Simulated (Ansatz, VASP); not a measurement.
Two plane-wave programs on C

The input INCAR:

```
SYSTEM = C
PREC     = Accurate       ! precision mode
ENCUT    = 520            ! plane-wave cutoff, eV
EDIFF    = 1E-6           ! SCF threshold, eV
ISMEAR   = -1             ! smearing method
SIGMA    = 0.05           ! smearing width, eV
LREAL    = .FALSE.        ! projectors in reciprocal space
LASPH    = .TRUE.         ! aspherical terms in the spheres
NELM     = 80             ! most SCF steps
ALGO     = Normal         ! electronic algorithm
ISIF     = 2              ! what is computed and relaxed
LWAVE    = .FALSE.        ! write WAVECAR
LCHARG   = .TRUE.         ! write CHGCAR
GGA      = CA             ! functional
LELF     = .TRUE.         ! ELF
LVHAR    = .TRUE.       
NBANDS   = 26             ! bands
```

Contents of KPOINTS:

```
Automatic mesh
0
G
  12 12 4
  0 0 0
```

POSCAR

```
C
1.0
    2.5388031358      0.0000000000      0.0000000000
   -1.2694015679      2.1986680108      0.0000000000
    0.0000000000      0.0000000000      8.2916519209
C
8
Direct
    0.6666666667      0.3333333333      0.8437500000
    0.3333333333      0.6666666667      0.3437500000
    0.6666666667      0.3333333333      0.6562500000
    0.3333333333      0.6666666667      0.1562500000
    0.0000000000      0.0000000000      0.9062500000
    0.0000000000      0.0000000000      0.4062500000
    0.0000000000      0.0000000000      0.5937500000
    0.0000000000      0.0000000000      0.0937500000
```

input.yaml

```yaml
crystal:
  lattice:
    - [2.5388031358, 0.0, 0.0]
    - [-1.2694015679, 2.1986680108, 0.0]
    - [0.0, 0.0, 8.2916519209]
  atoms:
    - { symbol: C, position: [0.6666666667, 0.3333333333, 0.84375] }
    - { symbol: C, position: [0.3333333333, 0.6666666667, 0.34375] }
    - { symbol: C, position: [0.6666666667, 0.3333333333, 0.65625] }
    - { symbol: C, position: [0.3333333333, 0.6666666667, 0.15625] }
    - { symbol: C, position: [0.0, 0.0, 0.90625] }
    - { symbol: C, position: [0.0, 0.0, 0.40625] }
    - { symbol: C, position: [0.0, 0.0, 0.59375] }
    - { symbol: C, position: [0.0, 0.0, 0.09375] }
hamiltonian:
  xc: lda
  pseudopotentials: { kind: paw, xc_functional: lda, accuracy: standard }
kpoints:
  mp_grid: { grid: [12, 12, 4] }
scf:
  occupations: { method: fermi_dirac, width: 0.05 }
output:
  forces: true
  stress: true
  eigenvalues: true
```

Alike in both runs: task single point; functional LDA; k mesh 12 × 12 × 4; occupations fermi-dirac, width 0.05 eV; no spin polarisation.

```csv
,VASP,Ansatz
version,VASP 6.6.1,Ansatz 0.2.0
potentials or method,"VASP PAW LDA potentials, release 64 (C)",JTH PAW LDA
plane-wave cutoff (eV),520,780
valence electrons in the cell,32,32
```

|  | VASP | Ansatz | Ansatz less VASP |
| --- | --- | --- | --- |
| gap on the k mesh at the Fermi level (eV) | 4.32 | 4.32 | 0.000 |
| least direct gap on the mesh (eV) | 5.09 | 5.09 | 0.000 |
| pressure (GPa) | -19.2 | -21.4 | -2.19 |
| traceless stress, the component that is largest in VASP (GPa) | 7.90 | 7.87 | -0.027 |
| rms of the force components (eV/Å) | 0.183 | 0.182 | -0.0011 |

LDA's correlation is that of Perdew and Zunger in VASP and of Perdew and Wang (1992) in Ansatz. Atom by atom the forces differ by 0.001 eV/Å (rms over components).
